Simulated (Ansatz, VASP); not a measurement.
## Two plane-wave programs on NaGeI3

```
Na Ge I
1.0
     5.88928    0.00000    0.00000
     0.00000    5.88928    0.00000
     0.00000    0.00000    5.88928
Na Ge I
1 1 3
Direct
  0.00000 0.00000 0.00000
  0.50000 0.50000 0.50000
  0.50000 0.50000 0.00000
  0.50000 0.00000 0.50000
  0.00000 0.50000 0.50000
```

Alike in both runs: task single point; functional PBE; k mesh 4 × 4 × 4; occupations fermi-dirac, width 0.02 eV; no spin polarisation.

|  | VASP | Ansatz |
| --- | --- | --- |
| version | VASP 6.6.1 | Ansatz 0.2.0 |
| potentials or method | VASP PAW PBE potentials, release 64 (Na_pv, Ge_d, I) | plane waves, PAW |
| plane-wave cutoff (eV) | 520 | 420 |
| valence electrons in the cell | 42 | 74 |

|  | VASP | Ansatz | Ansatz less VASP |
| --- | --- | --- | --- |
| pressure (GPa) | 0.4 | 0.4 | -0.01 |

With one functional, cell and mesh, what is left measures potentials, basis and numerics. VASP's potentials hold 42 valence electrons a cell and Ansatz's 74, so a difference there can come from the potentials and not from the codes.

Neither program's run includes spin-orbit coupling.
